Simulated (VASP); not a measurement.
CaZn3, 4 atoms in the cell. Symmetry: Pm-3m, No. 221, cubic system. Conventional cell: a = 4.047 Å, b = 4.047 Å, c = 4.047 Å, α = 90.00°, β = 90.00°, γ = 90.00°. Ca (site symmetry m-3m) has 12 Zn at 2.86 Å within 3.8 Å. Within 3.8 Å of Zn (site symmetry 4/mmm) lie 4 Ca at 2.86 Å and 8 Zn at 2.86 Å. 

```yaml
Program: VASP 6.6.1
Task: single point
Functional: LDA
Potentials_or_basis: VASP PAW LDA potentials, release 64 (Ca_sv, Zn)
Cutoff: 520 eV
k_mesh: 5 × 5 × 5
Occupations: methfessel-paxton, width 0.15 eV
Spin: no spin polarisation
Dipole_correction: no
Further_INCAR_settings: ALGO = Normal; EDIFF = 1e-07; NBANDS = 31
```

Potentials or basis: VASP PAW LDA potentials, release 64 (Ca_sv, Zn).

Launch:

```sh
$ cat potpaw_LDA.64/Ca_sv/POTCAR potpaw_LDA.64/Zn/POTCAR > POTCAR
$ mpirun -np 1 vasp_std > vasp.out
```

Hardware: 1 thread of Intel(R) Xeon(R) Platinum 8488C (Sapphire Rapids), on a shared host.

Problem. How long does it take, and how much memory?

Solution. Wall time 14 s on 1 thread of Intel(R) Xeon(R) Platinum 8488C (Sapphire Rapids) (shared host), peak memory 0.15 GiB. Counts: scf iterations 13, k points 10.
